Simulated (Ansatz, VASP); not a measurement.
# One calculation of Zn7O, two programs

```
Zn O
1.0
     2.91690    0.00000    0.00000
    -1.45845    2.52611    0.00000
     0.00000    0.00000   15.44031
Zn O
7 1
Direct
  0.66667 0.33333 0.91237
  0.33333 0.66667 0.08763
  0.00000 0.00000 0.22383
  0.33333 0.66667 0.36205
  0.00000 0.00000 0.77617
  0.66667 0.33333 0.63795
  0.00000 0.00000 0.50000
  0.00000 0.00000 0.00000
```

Alike in both runs: functional PBE; k mesh 7 × 7 × 1; occupations gaussian, width 0.2 eV; no spin polarisation.

Ansatz relaxed the structure, and its values are those at the end. VASP's run is a single point on that final structure, the one shown.

```csv
,VASP,Ansatz
version,VASP 6.6.1,Ansatz 0.2.0
potentials or method,"VASP PAW PBE potentials, release 64 (Zn, O), cutoff 520 eV","scalar-relativistic, plane waves, PAW"
valence electrons in the cell,90,90
```

VASP gave:

```
gap on the k mesh at the Fermi level (eV) : none
pressure (GPa)                            : 0.4
rms of the force components (eV/Å)        : 0.019
```

Estimate Ansatz's values.

gap on the k mesh at the Fermi level (eV): none; pressure (GPa): 0.0; rms of the force components (eV/Å): 0.010.

A gap of «none» marks a metal or a gap that the smearing closes.

The k mesh is coarse, so the values compare programs but aren't converged.
